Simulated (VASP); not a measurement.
# Li4Nb4O11 (a cell with a defect) in VASP: a series of runs

Runs on Li4Nb4O11 (a cell with a defect). Level: PBE. Tasks: single point.

All numbers are computed with VASP 6.6.1; they aren't measurements. Logs are shortened: lines on timing, memory, paths and dates and some standing lists are left out, and cuts for length are marked.

## Step 1: The cell of the first run

The cell holds a defect, 19 atoms: a = 5.223 Å, b = 5.499 Å, c = 7.584 Å, α = 94.07°, β = 90.00°, γ = 90.00°.

## Step 2: Single point, PBE (atom 18 moved 1.000 of the way to it and -0.700 Å across, host rigid)

Contents of INCAR:

```
ALGO = Normal ; EDIFF = 1E-6
ENCUT = 520 ; GGA = PE
ISIF = 2 ; ISMEAR = 0
LASPH = True ; LCHARG = False
LREAL = Auto ; LWAVE = False
NBANDS = 80 ; NELECT = 128.0
NELM = 60 ; PREC = Accurate
SIGMA = 0.05
```

Contents of KPOINTS:

```
k-points
0
Gamma
  4 4 4
```

Contents of POSCAR:

```
Li4Nb4O11
1.0
    5.2231019317      0.0000000000      0.0000000000
    0.0000000000      3.0155593063     -4.5984613597
    0.0000000000      6.0311186126      4.5984613597
Li Nb O
4 4 11
Direct
    0.0000000000      0.5000000000      0.2500000000
    0.5000000000      0.0000000000      0.7500000000
    0.0000000000      0.5000000000      0.7500000000
    0.5000000000      0.0000000000      0.2500000000
    0.5000000000      0.5000000000      0.5000000000
    0.0000000000      0.0000000000      0.0000000000
    0.0000000000      0.0000000000      0.5000000000
    0.5000000000      0.5000000000      0.0000000000
    0.8803293659      0.0000000000      0.2500000000
    0.3803293659      0.5000000000      0.7500000000
    0.8098353170      0.6901646830      0.9401646830
    0.8098353170      0.3098353170      0.5598353170
    0.3098353170      0.8098353170      0.0598353170
    0.1196706341      0.0000000000      0.7500000000
    0.6196706341      0.5000000000      0.2500000000
    0.6901646830      0.8098353170      0.5598353170
    0.1901646830      0.3098353170      0.0598353170
    0.1791496879      1.2183828377      0.4401646830
    0.6901646830      0.1901646830      0.9401646830
```

Potentials or basis: VASP PAW PBE potentials, release 64 (Li_sv, Nb_sv, O).

The run is started by

```
$ cat potpaw_PBE.64/Li_sv/POTCAR potpaw_PBE.64/Nb_sv/POTCAR potpaw_PBE.64/O/POTCAR > POTCAR
$ mpirun -np 1 vasp_std > vasp.out
```

OUTCAR:

```text
EDIFF = 1E-6
   ENCUT = 520
   GGA = PE
   ISIF = 2
   ISMEAR = 0
   LASPH = True
   LREAL = Auto
   NELECT = 128.0
   NELM = 60
   PREC = Accurate

 ion  position               nearest neighbor table
   1  0.000  0.500  0.250-  15 1.99  17 1.99
   2  0.500  0.000  0.750-  14 1.99  16 1.99  19 1.99
   3  0.000  0.500  0.750-  10 1.99  11 1.99  12 1.99
   4  0.500  0.000  0.250-   9 1.99  13 1.99
   5  0.500  0.500  0.500-  12 2.00  16 2.00  15 2.00  10 2.00  18 2.30
   6  0.000  0.000  0.000-  13 2.00  19 2.00  17 2.00  11 2.00   9 2.00  14 2.00
   7  0.000  0.000  0.500-  18 1.61  16 2.00  12 2.00   9 2.00  14 2.00
   8  0.500  0.500  0.000-  11 2.00  17 2.00  13 2.00  19 2.00  10 2.00  15 2.00
   9  0.880  0.000  0.250-   4 1.99   6 2.00   7 2.00
  10  0.380  0.500  0.750-   3 1.99   5 2.00   8 2.00
  11  0.810  0.690  0.940-   3 1.99   8 2.00   6 2.00
  12  0.810  0.310  0.560-   3 1.99   5 2.00   7 2.00
  13  0.310  0.810  0.060-   4 1.99   6 2.00   8 2.00
  14  0.120  0.000  0.750-   2 1.99   6 2.00   7 2.00
  15  0.620  0.500  0.250-   1 1.99   5 2.00   8 2.00
  16  0.690  0.810  0.560-   2 1.99   7 2.00   5 2.00
  17  0.190  0.310  0.060-   1 1.99   8 2.00   6 2.00
  18  0.179  0.218  0.440-   7 1.61   5 2.30
  19  0.690  0.190  0.940-   2 1.99   6 2.00   8 2.00

  LATTYP: Found a simple monoclinic cell.
 ALAT       =     5.4990403532
 B/A-ratio  =     0.9498206225
 C/A-ratio  =     1.3791878824
 COS(beta)  =    -0.0709408676

  Lattice vectors:

 A1 = (   0.0000000000,   3.0155593063,  -4.5984613597)
 A2 = (  -5.2231019317,   0.0000000000,   0.0000000000)
 A3 = (   0.0000000000,   6.0311186126,   4.5984613597)

Analysis of symmetry for initial positions (statically):
=====================================================================
 Subroutine PRICEL returns:
 Original cell was already a primitive cell.

 Routine SETGRP: Setting up the symmetry group for a
 simple monoclinic supercell.

 Subroutine GETGRP returns: Found  1 space group operations
 (whereof  1 operations were pure point group operations)
 out of a pool of  4 trial point group operations.

The static configuration has the point symmetry C_1 .

Analysis of symmetry for dynamics (positions and initial velocities):
=====================================================================
 Subroutine PRICEL returns:
 Original cell was already a primitive cell.

 Routine SETGRP: Setting up the symmetry group for a
 simple monoclinic supercell.

 Subroutine GETGRP returns: Found  1 space group operations
 (whereof  1 operations were pure point group operations)
 out of a pool of  4 trial point group operations.

The dynamic configuration has the point symmetry C_1 .

 Subroutine INISYM returns: Found  1 space group operations
 (whereof  1 operations are pure point group operations),
 and found     1 'primitive' translations

----------------------------------------------------------------------------------------

                                     Primitive cell

  volume of cell :     217.2852

  direct lattice vectors                    reciprocal lattice vectors
     5.223101932  0.000000000  0.000000000     0.191457110  0.000000000  0.000000000
     0.000000000  3.015559306 -4.598461360     0.000000000  0.110537814 -0.144976029
     0.000000000  6.031118613  4.598461360     0.000000000  0.110537814  0.072488014

  length of vectors
     5.223101932  5.499040353  7.584209820     0.191457110  0.182309235  0.132185932

  position of ions in fractional coordinates (direct lattice)
     0.000000000  0.500000000  0.250000000
     0.500000000  1.000000000  0.750000000
     0.000000000  0.500000000  0.750000000
     0.500000000  1.000000000  0.250000000
     0.500000000  0.500000000  0.500000000
     0.000000000  0.000000000  0.000000000
[... 11 lines left out ...]
     0.179149688  0.218382838  0.440164683
     0.690164683  0.190164683  0.940164683

  ion indices of the primitive-cell ions
   primitive index   ion index
                 1           1
                 2           2
                 3           3
                 4           4
                 5           5
                 6           6
[... 11 lines left out ...]
                18          18
                19          19

----------------------------------------------------------------------------------------

 KPOINTS: k-points

Automatic generation of k-mesh.
 Grid dimensions read from file:
 generate k-points for:    4    4    4

 Generating k-lattice:

  Cartesian coordinates                     Fractional coordinates (reciprocal lattice)
     0.047864277  0.000000000  0.000000000     0.250000000  0.000000000  0.000000000
     0.000000000  0.027634453 -0.036244007     0.000000000  0.250000000 -0.000000000
     0.000000000  0.027634453  0.018122004     0.000000000 -0.000000000  0.250000000

  Length of vectors
     0.047864277  0.045577309  0.033046483

  Shift w.r.t. Gamma in fractional coordinates (k-lattice)
     0.000000000  0.000000000  0.000000000

 Subroutine IBZKPT returns following result:
 ===========================================

 Found     36 irreducible k-points:

 Following reciprocal coordinates:
            Coordinates               Weight
  0.000000  0.000000  0.000000      1.000000
  0.250000  0.000000  0.000000      2.000000
  0.500000  0.000000  0.000000      1.000000
  0.000000  0.250000  0.000000      2.000000
  0.250000  0.250000  0.000000      2.000000
  0.250000 -0.250000  0.000000      2.000000
[... 16 lines left out ...]
  0.000000 -0.250000  0.250000      2.000000
  0.250000 -0.250000  0.250000      2.000000
 [... further k-points ...]
   k-points           NKPTS =     36   k-points in BZ     NKDIM =     36   number of bands    NBANDS=     80
   number of dos      NEDOS =    301   number of ions     NIONS =     19
   total plane-waves  NPLWV =  94080
   dimension x,y,z NGX =    40 NGY =   42 NGZ =   56
   dimension x,y,z NGXF=    80 NGYF=   84 NGZF=  112
   ions per type =               4   4  11
   NGX,Y,Z   is equivalent  to a cutoff of  12.73, 12.70, 12.28 a.u.
   NGXF,Y,Z  is equivalent  to a cutoff of  25.46, 25.39, 24.55 a.u.
 SYSTEM =  unknown system
   PREC   = accura    normal or accurate (medium, high low for compatibility)
   ISTART =      0    job   : 0-new  1-cont  2-samecut
   ICHARG =      2    charge: 1-file 2-atom 10-const
   ISPIN  =      1    spin polarized calculation?
   LNONCOLLINEAR =      F non collinear calculations
   LSORBIT =      F    spin-orbit coupling
   LASPH  =      T    aspherical Exc in radial PAW
   ENCUT  =  520.0 eV  38.22 Ry    6.18 a.u.   9.71 10.22 14.10*2*pi/ulx,y,z
   NELM   =     60;   NELMIN=  2; NELMDL= -5     # of ELM steps
   EDIFF  = 0.1E-05   stopping-criterion for ELM
   LREAL  =      T    real-space projection
   EDIFFG = 0.1E-04   stopping-criterion for IOM
   NSW    =      0    number of steps for IOM
   IBRION =     -1    ionic relax: 0-MD 1-quasi-New 2-CG
   NFREE  =      0    steps in history (QN), initial steepest desc. (CG)
   ISIF   =      2    stress and relaxation
   ISYM   =      2    0-nonsym 1-usesym 2-fastsym
   POTIM  = 0.5000    time-step for ionic-motion
   TEBEG  =    0.0;   TEEND  =   0.0 temperature during run
   PSTRESS=    0.0 pullay stress
   NELECT =     128.0000    total number of electrons
   NUPDOWN=      -1.0000    fix difference up-down
   EMIN   =  10.00;   EMAX   =-10.00  energy-range for DOS
   EFERMI =   0.00;   METHOD = LEGACY
   ISMEAR =     0;   SIGMA  =   0.05  broadening in eV -4-tet -1-fermi 0-gaus
   EFERMI_NEDOS =   21; number of points for ismear=-14 and -15
   IALGO  =     38    algorithm
   IMIX   =      4    mixing-type and parameters
     AMIX     =   0.40;   BMIX     =  1.00
     AMIX_MAG =   1.60;   BMIX_MAG =  1.00
  volume/ion in A,a.u.               =      11.44        77.17
  Fermi-wavevector in a.u.,A,eV,Ry     =   1.372360  2.593385 25.624837  1.883372
  Thomas-Fermi vector in A             =   2.497974
   LORBIT       =      0    0 simple, 1 ext, 2 COOP (PROOUT), +10 PAW based schemes
   GGA     = PE    functional components
   LHFCALC =     F    Hartree Fock is set to
   AEXX    =    0.0000 exact exchange contribution
   IVDW    =     0    specifies the selected vdW correction
   LEPSILON=     F    determine dielectric tensor
   LRPA    =     F    only Hartree local field effects (RPA)
 non-spin polarized calculation
 Gauss-broadening in eV      SIGMA  =   0.05
  energy-cutoff  :      520.00
  volume of cell :      217.29
 maximum number of plane-waves:      5888
 NGX is ok and might be reduce to    40
   NGX = 19   NGY = 21   NGZ = 29

 number of electron     127.9999973 magnetization

 Free energy of the ion-electron system (eV)
  ---------------------------------------------------
  ext. energy  EPLUGINS =         0.00000000
  ---------------------------------------------------
  free energy    TOTEN  =      -156.74419332 eV

  energy without entropy =     -156.74419332  energy(sigma->0) =     -156.74419332

 E-fermi :   4.2426     XC(G=0): -10.2927

 val. band max:        3.9814373392   @ k =   0.2500   0.0000   0.5000
 cond. band min:       4.5959401955   @ k =   0.2500   0.2500   0.5000
 fundamental gap:      0.6145028563
 Fermi energy:         4.2426314513

 k-point     1 :       0.0000    0.0000    0.0000
  band No.  band energies     occupation
      1     -52.1669      2.00000
      2     -51.3269      2.00000
      3     -50.6128      2.00000
      4     -50.4958      2.00000
      5     -39.9597      2.00000
      6     -39.7070      2.00000
[... 68 lines left out ...]
     75       8.4923      0.00000
     76       8.5688      0.00000

 k-point     2 :       0.2500    0.0000    0.0000
  band No.  band energies     occupation
      1     -52.1669      2.00000
      2     -51.3269      2.00000
      3     -50.6128      2.00000
      4     -50.4959      2.00000
      5     -39.9597      2.00000
      6     -39.7070      2.00000
[... 68 lines left out ...]
     75       8.4371      0.00000
     76       8.6842      0.00000

 k-point     3 :       0.5000    0.0000    0.0000
  band No.  band energies     occupation
      1     -52.1669      2.00000
      2     -51.3269      2.00000
      3     -50.6127      2.00000
      4     -50.4960      2.00000
      5     -39.9597      2.00000
      6     -39.7070      2.00000
[... 1648 lines left out ...]
     75       8.4890      0.00000
     76       8.6727      0.00000

 k-point    24 :       0.2500   -0.2500    0.2500
  band No.  band energies     occupation
      1     -52.1669      2.00000
      2     -51.3269      2.00000
      3     -50.6127      2.00000
      4     -50.4960      2.00000
      5     -39.9598      2.00000
      6     -39.7070      2.00000
[... 68 lines left out ...]
     75       8.2423      0.00000
     76       8.4490      0.00000

 [... further k-points ...]

 [bands above 76 left out]

------------------------ aborting loop because EDIFF is reached ----------------------------------------

  FORCE on cell =-STRESS in cart. coord.  units (eV):
  Direction    XX          YY          ZZ          XY          YZ          ZX
  --------------------------------------------------------------------------------------
  -------------------------------------------------------------------------------------
  Total      -12.6508107    -18.6460187    -12.8248092      1.0806024     -3.1184958     -8.3276882
  in kB      -93.2821973   -137.4885481    -94.5651953      7.9679451    -22.9945851    -61.4051602
  external PRESSURE =    -108.4453135 kB  Pullay stress =       0.0000000 kB

 VOLUME and BASIS-vectors are now :
 -----------------------------------------------------------------------------
  energy-cutoff  :      520.00
  volume of cell :      217.29
      direct lattice vectors                 reciprocal lattice vectors
     5.223101932  0.000000000  0.000000000     0.191457110  0.000000000  0.000000000
     0.000000000  3.015559306 -4.598461360     0.000000000  0.110537814 -0.144976029
     0.000000000  6.031118613  4.598461360     0.000000000  0.110537814  0.072488014

 POSITION                                       TOTAL-FORCE (eV/Angst)
 -----------------------------------------------------------------------------------
      0.00000      3.01556     -1.14962        -0.439295     -1.214135     -0.194158
      2.61155      4.52334      3.44885         0.114199      0.568141      0.410599
      0.00000      6.03112      1.14962        -0.208920      0.599600      0.565221
      2.61155      1.50778      1.14962         0.353931     -0.713208     -0.567862
      2.61155      4.52334      0.00000         5.031477      1.223749      2.106058
      0.00000      0.00000      0.00000        -0.446561      0.107645      0.013216
[... 11 lines left out ...]
      0.93572      3.31323      1.01986        10.205722      2.453897     -9.493870
      3.60480      6.24370      3.44885         0.037297      0.190579     -0.164529
 -----------------------------------------------------------------------------------
    total drift:                                0.000907      0.002188     -0.007249

  FREE ENERGIE OF THE ION-ELECTRON SYSTEM (eV)
  ---------------------------------------------------
  free  energy   TOTEN  =      -156.7441933159 eV

  energy  without entropy=     -156.7441933159  energy(sigma->0) =     -156.74419332
```

Run time: 20 min. Hardware: 1 thread of Intel Xeon Platinum 8375C at 2.90GHz (Ice Lake), shared host; peak memory 0.52 GiB.

What came out:

| Property | Result |
| --- | --- |
| Free energy | -156.7442 eV |
| Largest force | 14.153 eV/Å |

Forces on the atoms (eV/Å):
```
Li  -0.439 -1.214 -0.194
Li   0.114  0.568  0.411
Li  -0.209  0.600  0.565
Li   0.354 -0.713 -0.568
Nb   5.031  1.224  2.106
Nb  -0.447  0.108  0.013
Nb  -6.432 -0.176  5.932
Nb   0.228 -0.481 -0.195
O   -0.301 -0.302  1.542
O   -0.256 -2.203 -1.750
O   -0.274 -0.022  0.155
O   -4.020  0.949 -1.049
O    0.051  0.276  0.409
O    0.290 -1.797 -0.530
O   -1.138  1.872  1.589
O   -2.961 -1.552  1.192
O    0.166  0.219  0.030
O   10.206  2.454 -9.494
O    0.037  0.191 -0.165
```

Caveat: the cell carries a net charge on a neutralising background, which shifts energy and pressure; the cell differs from its parent crystal (atom 18 moved 1.000 of the way to it and -0.700 Å across, host rigid); the cell is charged against a uniform background, so pressure and absolute levels hang on convention; the cutoff is under 1.25 times the usual one of these potentials, so pressure, stress and relaxed cells hold a basis-set (Pulay) error.

(Continued in part 2 of 2.)
